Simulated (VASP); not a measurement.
# H6C in VASP: a series of runs

The runs below take H6C through single point, with PBE+D3(BJ).

All numbers are computed with VASP 6.6.1; they aren't measurements. Logs are shortened: lines on timing, memory, paths and dates and some standing lists are left out, and cuts for length are marked.

### Step 1. The cell of the first run

The cell holds an amorphous packing of atoms, 28 atoms: a = 7.192 Å, b = 7.192 Å, c = 7.192 Å, α = 90.00°, β = 90.00°, γ = 90.00°.

### Step 2. Single point, PBE+D3(BJ)

INCAR

```
ALGO = Normal
EDIFF = 1E-7
ENCUT = 520
GGA = PE
ISIF = 2
ISMEAR = -1
IVDW = 12
LASPH = T
LCHARG = F
LREAL = Auto
LWAVE = F
NBANDS = 40
NELM = 60
PREC = Accurate
SIGMA = 0.05
```

KPOINTS

```
k-points
0
Gamma
  1 1 1
```

POSCAR

```
H6C
1.0
    7.1919660000      0.0000000000      0.0000000000
    0.0000000000      7.1919660000      0.0000000000
    0.0000000000      0.0000000000      7.1919660000
H C
24 4
Direct
    0.9914577948      0.2539082213      1.0353735539
    1.0046404523      0.2756438278      0.9344690681
    0.0563136978      0.0999307726      0.6390854227
    0.0196046641      0.1160858495      0.5432739421
    0.5638976019      0.7558018499      0.2887669279
    0.5645088413      0.7538931795      0.1845155188
    0.6851188447      0.0429456551      0.8809635426
    0.7022560800      0.1423689323      0.8553407901
    0.0499572491      0.8704670075      0.9250247383
   -0.0705183422      0.7279719732      1.0876458583
    0.1037468827      0.6301912863      0.9451164063
   -0.1128866942      0.7007088302      0.8439289866
    0.2392090898      0.8809385306      0.1631085619
    0.1793350179      1.1083751652      0.2401204545
    0.2372739146      0.9310298729      0.4056424749
    0.0245620277      0.9200952160      0.2793739987
    0.4694240957      0.4266302457      0.7187350792
    0.3551431327      0.4508096425      0.9383732944
    0.2278123941      0.3724039585      0.7406666566
    0.3036652422      0.6077322918      0.7527344370
    0.6725847228      0.4321124155      0.2962531295
    0.6677584990      0.1876507103      0.3405898019
    0.6742892000      0.3478028813      0.5300689478
    0.8739278487      0.3186798259      0.3863902624
   -0.0084437863      0.7322327966      0.9495698964
    0.1708939221      0.9602311996      0.2727574529
    0.3394761392      0.4642795297      0.7875686295
    0.7220324676      0.3215793327      0.3880759666
```

Potentials or basis: VASP PAW PBE potentials, release 64 (H, C).

Launch:

```
cat potpaw_PBE.64/H/POTCAR potpaw_PBE.64/C/POTCAR > POTCAR
mpirun -np 1 vasp_gam > vasp.out
```

OUTCAR:

```text
EDIFF = 1E-7
   ENCUT = 520
   GGA = PE
   ISIF = 2
   ISMEAR = -1
   IVDW = 12
   LASPH = T
   LREAL = Auto
   NELM = 60
   PREC = Accurate
 IVDW          = 12

 ion  position               nearest neighbor table
   1  0.991  0.254  0.035-   2 0.75
   2  0.005  0.276  0.934-   1 0.75
   3  0.056  0.100  0.639-   4 0.75
   4  0.020  0.116  0.543-   3 0.75
   5  0.564  0.756  0.289-   6 0.75
   6  0.565  0.754  0.185-   5 0.75
[... 16 lines left out ...]
  23  0.674  0.348  0.530-  28 1.09
  24  0.874  0.319  0.386-  28 1.09
  25  0.992  0.732  0.950-  10 1.09  11 1.09  12 1.09   9 1.09
  26  0.171  0.960  0.273-  15 1.09  13 1.09  16 1.09  14 1.09
  27  0.339  0.464  0.788-  17 1.09  20 1.09  19 1.09  18 1.09
  28  0.722  0.322  0.388-  24 1.09  21 1.09  23 1.09  22 1.09

  LATTYP: Found a simple cubic cell.
 ALAT       =     7.1919660000

  Lattice vectors:

 A1 = (   7.1919660000,   0.0000000000,   0.0000000000)
 A2 = (   0.0000000000,   7.1919660000,   0.0000000000)
 A3 = (   0.0000000000,   0.0000000000,   7.1919660000)

Analysis of symmetry for initial positions (statically):
=====================================================================
 Subroutine PRICEL returns:
 Original cell was already a primitive cell.

 Routine SETGRP: Setting up the symmetry group for a
 simple cubic supercell.

 Subroutine GETGRP returns: Found  1 space group operations
 (whereof  1 operations were pure point group operations)
 out of a pool of 48 trial point group operations.

The static configuration has the point symmetry C_1 .

Analysis of symmetry for dynamics (positions and initial velocities):
=====================================================================
 Subroutine PRICEL returns:
 Original cell was already a primitive cell.

 Routine SETGRP: Setting up the symmetry group for a
 simple cubic supercell.

 Subroutine GETGRP returns: Found  1 space group operations
 (whereof  1 operations were pure point group operations)
 out of a pool of 48 trial point group operations.

The dynamic configuration has the point symmetry C_1 .

 Subroutine INISYM returns: Found  1 space group operations
 (whereof  1 operations are pure point group operations),
 and found     1 'primitive' translations

----------------------------------------------------------------------------------------

                                     Primitive cell

  volume of cell :     371.9999

  direct lattice vectors                    reciprocal lattice vectors
     7.191966000  0.000000000  0.000000000     0.139044039  0.000000000  0.000000000
     0.000000000  7.191966000  0.000000000     0.000000000  0.139044039  0.000000000
     0.000000000  0.000000000  7.191966000     0.000000000  0.000000000  0.139044039

  length of vectors
     7.191966000  7.191966000  7.191966000     0.139044039  0.139044039  0.139044039

  position of ions in fractional coordinates (direct lattice)
     0.991457795  0.253908221  0.035373554
     0.004640452  0.275643828  0.934469068
     0.056313698  0.099930773  0.639085423
     0.019604664  0.116085850  0.543273942
     0.563897602  0.755801850  0.288766928
     0.564508841  0.753893179  0.184515519
[... 20 lines left out ...]
     0.339476139  0.464279530  0.787568630
     0.722032468  0.321579333  0.388075967

  ion indices of the primitive-cell ions
   primitive index   ion index
                 1           1
                 2           2
                 3           3
                 4           4
                 5           5
                 6           6
[... 20 lines left out ...]
                27          27
                28          28

----------------------------------------------------------------------------------------

 KPOINTS: k-points

Automatic generation of k-mesh.
 Grid dimensions read from file:
 generate k-points for:    1    1    1

 Generating k-lattice:

  Cartesian coordinates                     Fractional coordinates (reciprocal lattice)
     0.139044039  0.000000000  0.000000000     1.000000000  0.000000000  0.000000000
     0.000000000  0.139044039  0.000000000     0.000000000  1.000000000  0.000000000
     0.000000000  0.000000000  0.139044039     0.000000000  0.000000000  1.000000000

  Length of vectors
     0.139044039  0.139044039  0.139044039

  Shift w.r.t. Gamma in fractional coordinates (k-lattice)
     0.000000000  0.000000000  0.000000000

 Subroutine IBZKPT returns following result:
 ===========================================

 Found      1 irreducible k-points:

 Following reciprocal coordinates:
            Coordinates               Weight
  0.000000  0.000000  0.000000      1.000000
   k-points           NKPTS =      1   k-points in BZ     NKDIM =      1   number of bands    NBANDS=     40
   number of dos      NEDOS =    301   number of ions     NIONS =     28
   total plane-waves  NPLWV = 157464
   dimension x,y,z NGX =    54 NGY =   54 NGZ =   54
   dimension x,y,z NGXF=   108 NGYF=  108 NGZF=  108
   ions per type =              24   4
   NGX,Y,Z   is equivalent  to a cutoff of  12.48, 12.48, 12.48 a.u.
   NGXF,Y,Z  is equivalent  to a cutoff of  24.96, 24.96, 24.96 a.u.
 SYSTEM =  unknown system
   PREC   = accura    normal or accurate (medium, high low for compatibility)
   ISTART =      0    job   : 0-new  1-cont  2-samecut
   ICHARG =      2    charge: 1-file 2-atom 10-const
   ISPIN  =      1    spin polarized calculation?
   LNONCOLLINEAR =      F non collinear calculations
   LSORBIT =      F    spin-orbit coupling
   LASPH  =      T    aspherical Exc in radial PAW
   ENCUT  =  520.0 eV  38.22 Ry    6.18 a.u.  13.37 13.37 13.37*2*pi/ulx,y,z
   NELM   =     60;   NELMIN=  2; NELMDL= -5     # of ELM steps
   EDIFF  = 0.1E-06   stopping-criterion for ELM
   LREAL  =      T    real-space projection
   EDIFFG = 0.1E-05   stopping-criterion for IOM
   NSW    =      0    number of steps for IOM
   IBRION =     -1    ionic relax: 0-MD 1-quasi-New 2-CG
   NFREE  =      0    steps in history (QN), initial steepest desc. (CG)
   ISIF   =      2    stress and relaxation
   ISYM   =      2    0-nonsym 1-usesym 2-fastsym
   POTIM  = 0.5000    time-step for ionic-motion
   TEBEG  =    0.0;   TEEND  =   0.0 temperature during run
   PSTRESS=    0.0 pullay stress
   NELECT =      40.0000    total number of electrons
   NUPDOWN=      -1.0000    fix difference up-down
   EMIN   =  10.00;   EMAX   =-10.00  energy-range for DOS
   EFERMI =   0.00;   METHOD = LEGACY
   ISMEAR =    -1;   SIGMA  =   0.05  broadening in eV -4-tet -1-fermi 0-gaus
   EFERMI_NEDOS =   21; number of points for ismear=-14 and -15
   IALGO  =     38    algorithm
   IMIX   =      4    mixing-type and parameters
     AMIX     =   0.40;   BMIX     =  1.00
     AMIX_MAG =   1.60;   BMIX_MAG =  1.00
  volume/ion in A,a.u.               =      13.29        89.66
  Fermi-wavevector in a.u.,A,eV,Ry     =   0.778480  1.471113  8.245544  0.606030
  Thomas-Fermi vector in A             =   1.881384
   LORBIT       =      0    0 simple, 1 ext, 2 COOP (PROOUT), +10 PAW based schemes
   GGA     = PE    functional components
   LHFCALC =     F    Hartree Fock is set to
   AEXX    =    0.0000 exact exchange contribution
   IVDW    =    12    specifies the selected vdW correction
   LEPSILON=     F    determine dielectric tensor
   LRPA    =     F    only Hartree local field effects (RPA)
 non-spin polarized calculation
  energy-cutoff  :      520.00
  volume of cell :      372.00
 maximum number of plane-waves:      4970
 NGX is ok and might be reduce to    54
   NGX = 27   NGY = 27   NGZ = 27

 number of electron      40.0000000 magnetization

 Free energy of the ion-electron system (eV)
  ---------------------------------------------------
  ext. energy  EPLUGINS =         0.00000000
  ---------------------------------------------------
  free energy    TOTEN  =      -122.93287860 eV

  energy without entropy =     -122.93287860  energy(sigma->0) =     -122.93287860

 E-fermi :  -5.7082     XC(G=0):  -5.1976

 val. band max:       -6.9038198724   @ k =   0.0000   0.0000   0.0000
 cond. band min:       0.8602941604   @ k =   0.0000   0.0000   0.0000
 fundamental gap:      7.7641140328
 Fermi energy:        -5.7081708496

 k-point     1 :       0.0000    0.0000    0.0000
  band No.  band energies     occupation
      1     -15.6214      2.00000
      2     -15.3745      2.00000
      3     -15.3383      2.00000
      4     -15.0178      2.00000
      5      -9.2217      2.00000
      6      -8.8873      2.00000
[... 24 lines left out ...]
     31       4.1054      0.00000
     32       4.2422      0.00000
 [bands above 32 left out]

------------------------ aborting loop because EDIFF is reached ----------------------------------------

 Edisp (eV)   -0.63000

 E8    (eV) :    -0.1264

  FORCE on cell =-STRESS in cart. coord.  units (eV):
  Direction    XX          YY          ZZ          XY          YZ          ZX
  --------------------------------------------------------------------------------------
  -------------------------------------------------------------------------------------
  Total       1.47348     0.72085     1.79184    -0.35320     0.96223    -0.18011
  in kB       6.34618     3.10465     7.71732    -1.52120     4.14424    -0.77570
  external pressure =        5.72 kB  Pullay stress =        0.00 kB

 VOLUME and BASIS-vectors are now :
 -----------------------------------------------------------------------------
  energy-cutoff  :      520.00
  volume of cell :      372.00
      direct lattice vectors                 reciprocal lattice vectors
     7.191966000  0.000000000  0.000000000     0.139044039  0.000000000  0.000000000
     0.000000000  7.191966000  0.000000000     0.000000000  0.139044039  0.000000000
     0.000000000  0.000000000  7.191966000     0.000000000  0.000000000  0.139044039

 POSITION                                       TOTAL-FORCE (eV/Angst)
 -----------------------------------------------------------------------------------
      7.13053      1.82610      0.25441        -0.033023     -0.006728      0.054204
      0.03337      1.98242      6.72067         0.005055      0.038926     -0.023642
      0.40501      0.71870      4.59628        -0.017830      0.020357      0.164812
      0.14100      0.83489      3.90721        -0.044573      0.037785      0.100426
      4.05553      5.43570      2.07680         0.022790      0.013150      0.038863
      4.05993      5.42197      1.32703         0.036783      0.013367     -0.034443
[... 20 lines left out ...]
      2.44150      3.33908      5.66417         0.108136     -0.006412     -0.045804
      5.19283      2.31279      2.79103        -0.003363      0.013097     -0.052230
 -----------------------------------------------------------------------------------
    total drift:                                0.004744      0.006189     -0.015591

  FREE ENERGIE OF THE ION-ELECTRON SYSTEM (eV)
  ---------------------------------------------------
  free  energy   TOTEN  =      -123.5628802071 eV

  energy  without entropy=     -123.5628802070  energy(sigma->0) =     -123.56288021
```

Run time: 51 s. Hardware: 1 thread of Intel Xeon 6975P-C, shared host; peak memory 0.34 GiB.

What came out:

```yaml
Free_energy: -123.5629 eV
Pressure: 0.6 GPa
Largest_force: 0.201 eV/Å
Band_gap_on_the_k_mesh: 7.76 eV
Dispersion_energy_per_atom: -0.022 eV
```

Forces in eV/Å, atoms in the order of the input:
```
H   -0.033 -0.007  0.054
H    0.005  0.039 -0.024
H   -0.018  0.020  0.165
H   -0.045  0.038  0.100
H    0.023  0.013  0.039
H    0.037  0.013 -0.034
H   -0.046 -0.049  0.001
H   -0.051  0.017 -0.011
H   -0.079  0.078 -0.067
H   -0.196  0.014  0.043
H   -0.110 -0.006 -0.008
H   -0.064 -0.082 -0.110
H    0.060 -0.018 -0.028
H    0.104  0.120  0.065
H    0.121  0.025  0.127
H   -0.048 -0.010  0.073
H    0.090 -0.080 -0.030
H    0.055 -0.010  0.031
H    0.011 -0.038 -0.062
H    0.071  0.050 -0.068
H   -0.046  0.041 -0.056
H   -0.033 -0.080 -0.036
H    0.004 -0.004  0.055
H    0.071  0.023 -0.032
C   -0.083 -0.082 -0.073
C    0.096 -0.033 -0.018
C    0.108 -0.006 -0.046
C   -0.003  0.013 -0.052
```

Levels at points of the mesh, in eV from the valence-band top:
```
           k point  band 17  band 18  band 19  band 20  band 21  band 22  band 23  band 24
(0.00, 0.00, 0.00)    -0.56    -0.39    -0.08     0.00     7.76     8.63     8.71     8.83
```

Caveat: the k points lie up to 0.87 Å⁻¹ apart.

(Part 1 of 2 ends here.)
